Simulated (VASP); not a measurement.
# BN (R3m) in VASP: notebook, part 2 of 2

VASP 6.6.1.

## Step 4: Single point, PBEsol (volume scaled by 0.94)

Contents of INCAR:

```
PREC = Accurate ; ENCUT = 520
EDIFF = 1E-6 ; ISMEAR = -1
SIGMA = 0.05 ; LREAL = False
LASPH = True ; NELM = 100
ALGO = Normal ; ISIF = 2
LWAVE = False ; LCHARG = False
GGA = PS ; NBANDS = 11
```

Contents of KPOINTS:

```
regular mesh
0
Gamma
  12 12 12
```

Contents of POSCAR:

```
BN
1.0
    1.2255815191      0.7075898200      3.3040796871
   -1.2255815191      0.7075898200      3.3040796871
    0.0000000000     -1.4151796399      3.3040796871
N B
1 1
Direct
    0.6672382000      0.6672382000      0.6672382000
    0.0003288000      0.0003288000      0.0003288000
```

Potentials or basis: VASP PAW PBE potentials, release 64 (N, B).

Started as:

```bash
$ cat potpaw_PBE.64/N/POTCAR potpaw_PBE.64/B/POTCAR > POTCAR
$ mpirun -np 1 vasp_std > vasp.out
```

OUTCAR:

```text
PREC = Accurate
   ENCUT = 520
   EDIFF = 1E-6
   ISMEAR = -1
   LREAL = False
   LASPH = True
   NELM = 100
   ISIF = 2
   GGA = PS

 ion  position               nearest neighbor table
   1  0.667  0.667  0.667-   2 1.42   2 1.42   2 1.42
   2  0.000  0.000  0.000-   1 1.42   1 1.42   1 1.42

  LATTYP: Found a trigonal (rhomboedric) cell.
 ALAT       =     3.5943950801
 COS(alpha) =     0.7674786797

  Lattice vectors:

 A1 = (   1.2255815191,   0.7075898200,   3.3040796871)
 A2 = (  -1.2255815191,   0.7075898200,   3.3040796871)
 A3 = (   0.0000000000,  -1.4151796399,   3.3040796871)

Analysis of symmetry for initial positions (statically):
=====================================================================
 Subroutine PRICEL returns:
 Original cell was already a primitive cell.

 Routine SETGRP: Setting up the symmetry group for a
 trigonal (rhombohedral) supercell.

 Subroutine GETGRP returns: Found  6 space group operations
 (whereof  6 operations were pure point group operations)
 out of a pool of 12 trial point group operations.

The static configuration has the point symmetry C_3v.

Analysis of symmetry for dynamics (positions and initial velocities):
=====================================================================
 Subroutine PRICEL returns:
 Original cell was already a primitive cell.

 Routine SETGRP: Setting up the symmetry group for a
 trigonal (rhombohedral) supercell.

 Subroutine GETGRP returns: Found  6 space group operations
 (whereof  6 operations were pure point group operations)
 out of a pool of 12 trial point group operations.

The dynamic configuration has the point symmetry C_3v.

 Subroutine INISYM returns: Found  6 space group operations
 (whereof  6 operations are pure point group operations),
 and found     1 'primitive' translations

----------------------------------------------------------------------------------------

                                     Primitive cell

[... 111 lines left out ...]
  volume/ion in A,a.u.               =       8.60        58.01
  Fermi-wavevector in a.u.,A,eV,Ry     =   1.268614  2.397334 21.896979  1.609383
  Thomas-Fermi vector in A             =   2.401700
   LORBIT       =      0    0 simple, 1 ext, 2 COOP (PROOUT), +10 PAW based schemes
   GGA     = PS    functional components
   LHFCALC =     F    Hartree Fock is set to
   AEXX    =    0.0000 exact exchange contribution
   IVDW    =     0    specifies the selected vdW correction
   LEPSILON=     F    determine dielectric tensor
   LRPA    =     F    only Hartree local field effects (RPA)
 non-spin polarized calculation
  energy-cutoff  :      520.00
  volume of cell :       17.19
 maximum number of plane-waves:       477
   NGX = 13   NGY = 13   NGZ = 13

 number of electron       8.0000000 magnetization

 Free energy of the ion-electron system (eV)
  ---------------------------------------------------
  ext. energy  EPLUGINS =         0.00000000
  ---------------------------------------------------
  free energy    TOTEN  =       -18.22193819 eV

  energy without entropy =      -18.22193819  energy(sigma->0) =      -18.22193819

 E-fermi :   3.5162     XC(G=0): -10.4751

 val. band max:        2.4781176413   @ k =  -0.3333   0.3333   0.0000
 cond. band min:       6.7226925184   @ k =   0.5000   0.5000   0.0000
 fundamental gap:      4.2445748772
 Fermi energy:         3.5161545857

 k-point     1 :       0.0000    0.0000    0.0000
  band No.  band energies     occupation
      1     -15.6464      2.00000
      2      -1.9598      2.00000
      3       1.3027      2.00000
      4       1.3027      2.00000
      5       7.5506      0.00000
      6      14.6513      0.00000
      7      14.6513      0.00000
      8      16.3735      0.00000
      9      18.3923      0.00000
     10      29.2702      0.00000
     11      31.2790      0.00000
[... 309 lines left out ...]
 k-point    24 :      -0.4167    0.1667   -0.0000
  band No.  band energies     occupation
      1     -11.9430      2.00000
      2      -6.3973      2.00000
      3      -3.0351      2.00000
      4       2.1401      2.00000
      5       7.7699      0.00000
      6      14.4064      0.00000
      7      16.3663      0.00000
      8      17.1491      0.00000
      9      20.6323      0.00000
     10      24.6089      0.00000
     11      26.6256      0.00000

 [... further k-points ...]
[... 5 lines left out ...]
  --------------------------------------------------------------------------------------
  -------------------------------------------------------------------------------------
  Total        2.8080505      2.8080505      0.0856033      0.0000000      0.0000000      0.0000000
  in kB      261.6917070    261.6917070      7.9776569      0.0000000      0.0000000      0.0000000
  external PRESSURE =     177.1203570 kB  Pullay stress =       0.0000000 kB

 VOLUME and BASIS-vectors are now :
 -----------------------------------------------------------------------------
  energy-cutoff  :      520.00
  volume of cell :       17.19
      direct lattice vectors                 reciprocal lattice vectors
     1.225581519  0.707589820  3.304079687     0.407969598  0.235541357  0.100885380
    -1.225581519  0.707589820  3.304079687    -0.407969598  0.235541357  0.100885380
     0.000000000 -1.415179640  3.304079687     0.000000000 -0.471082715  0.100885380

 POSITION                                       TOTAL-FORCE (eV/Angst)
 -----------------------------------------------------------------------------------
      0.00000      0.00000      6.61382         0.000000      0.000000      0.002094
      0.00000      0.00000      0.00326         0.000000     -0.000000     -0.002094
 -----------------------------------------------------------------------------------
    total drift:                               -0.000000      0.000000     -0.000040

  FREE ENERGIE OF THE ION-ELECTRON SYSTEM (eV)
  ---------------------------------------------------
  free  energy   TOTEN  =       -18.2219381882 eV

  energy  without entropy=      -18.2219381882  energy(sigma->0) =      -18.22193819
```

OSZICAR:

```text
N       E                     dE             d eps       ncg     rms          rms(c)
DAV:   1     0.119950575441E+02    0.11995E+02   -0.47174E+03  4238   0.691E+02
DAV:   2    -0.194545194108E+02   -0.31450E+02   -0.30422E+02  4982   0.163E+02
DAV:   3    -0.201636528837E+02   -0.70913E+00   -0.70805E+00  5126   0.222E+01
DAV:   4    -0.201656468129E+02   -0.19939E-02   -0.19939E-02  4586   0.128E+00
DAV:   5    -0.201656546958E+02   -0.78829E-05   -0.78829E-05  5089   0.717E-02    0.824E+00
DAV:   6    -0.184643879905E+02    0.17013E+01   -0.49348E+00  4705   0.126E+01    0.386E+00
DAV:   7    -0.182668172836E+02    0.19757E+00   -0.30276E-01  4902   0.391E+00    0.228E+00
DAV:   8    -0.182215381040E+02    0.45279E-01   -0.11660E-01  4956   0.210E+00    0.269E-01
DAV:   9    -0.182216680824E+02   -0.12998E-03   -0.23580E-03  4584   0.408E-01    0.143E-01
DAV:  10    -0.182219202885E+02   -0.25221E-03   -0.38497E-04  4654   0.143E-01    0.229E-02
DAV:  11    -0.182219386574E+02   -0.18369E-04   -0.34206E-05  4995   0.398E-02    0.194E-02
DAV:  12    -0.182219381882E+02    0.46914E-06   -0.68007E-06  4710   0.173E-02
   1 F= -.18221938E+02 E0= -.18221938E+02  d E =-.423013E-10
```

Run time: 69 s. Hardware: 1 thread of AMD EPYC 7R43 (Zen 3), shared host; peak memory 0.13 GiB.

Results:

* Free energy: -18.2219 eV
* Pressure: 17.7 GPa
* Band gap on the k mesh: 4.24 eV, indirect (least direct gap 4.79 eV)

Forces in eV/Å, atoms in the order of the input:
```
N    0.000  0.000  0.002
B    0.000  0.000 -0.002
```

Stress tensor (GPa, compression positive):
```
26.17  0.00  0.00
 0.00 26.17  0.00
 0.00  0.00  0.80
```

Caveat: the PAW data sets were made with another functional, which shifts forces and pressure a little.

## Step 5: The runs side by side

```csv
level,cell,k mesh,smearing,gap on the mesh (eV),pressure (GPa)
PBE,"a = 3.669 Å, angles 39.9°, 2 atoms",12 × 12 × 12,fermi-dirac 0.05 eV,4.28,3.6
PBE,"a = 3.669 Å, angles 39.9°, 2 atoms",5 × 5 × 5,fermi-dirac 0.02 eV,4.74,3.7
PBEsol,"a = 3.594 Å, angles 39.9°, 2 atoms",12 × 12 × 12,fermi-dirac 0.05 eV,4.24,17.7
```

Alike in all rows: task single point; potentials or basis VASP PAW PBE potentials, release 64 (N, B); no spin polarisation; cutoff (eV) 520.

Caveats: some runs use coarse meshes; the PAW data sets were made with another functional, which shifts forces and pressure a little (some runs).

Absolute energies hang on the potentials; compare differences alone.
